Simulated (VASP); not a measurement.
Crystal: Mg3Sb2.

```
Mg Sb
1.0
     4.59524    0.00000    0.00000
    -2.29762    3.97960    0.00000
     0.00000    0.00000    7.27304
Mg Sb
3 2
Cartesian
  0.0000 2.6531 4.5981
  2.2976 1.3265 2.6749
  0.0000 0.0000 0.0000
  0.0000 2.6531 1.6417
  2.2976 1.3265 5.6314
```

- Program: VASP 6.6.1
- Task: relaxation of cell and atoms
- Functional: LDA
- Potentials or basis: VASP PAW LDA potentials, release 64 (Mg, Sb)
- Cutoff: 600 eV
- k mesh: 9 × 9 × 6
- Occupations: gaussian, width 0.01 eV
- Spin: no spin polarisation

At the start: pressure -2.8 GPa; volume 26.60 Å³/atom.

**Question.** How do energy, volume and symmetry change on relaxing?

**Answer.** Over 9 steps the energy falls by 15.3 meV/atom and the volume is 24.93 Å³/atom (-6.3 %); space group P-3m1 (No. 164, to 0.05 Å).

The path:
| step | energy change (eV) | largest force (eV/Å) | pressure (GPa) | volume (Å³) |
| --- | --- | --- | --- | --- |
| 1 | 0.0000 | 0.0753 | -2.82 | 133.00 |
| 2 | -0.0746 | 0.1069 | 0.30 | 124.19 |
| 3 | -0.0753 | 0.0897 | -0.01 | 124.93 |
| 4 | -0.0753 | 0.0860 | -0.07 | 125.09 |
| 5 | -0.0759 | 0.0611 | -0.07 | 125.01 |
| 6 | -0.0767 | 0.0081 | -0.06 | 124.80 |
| 7 | -0.0767 | 0.0050 | 0.04 | 124.56 |
| 8 | -0.0767 | 0.0062 | 0.01 | 124.65 |
| 9 | -0.0767 | 0.0038 | 0.00 | 124.66 |

Final structure:
```yaml
crystal:
  lattice:
    - [4.49843, 0.00000, 0.00000]
    - [-2.24921, 3.89575, 0.00000]
    - [0.00000, 0.00000, 7.11311]
  atoms:
    - { symbol: Mg, position: [0.33333, 0.66667, 0.63219] }
    - { symbol: Mg, position: [0.66667, 0.33333, 0.36781] }
    - { symbol: Mg, position: [0.00000, 0.00000, 0.00000] }
    - { symbol: Sb, position: [0.33333, 0.66667, 0.22409] }
    - { symbol: Sb, position: [0.66667, 0.33333, 0.77591] }
```
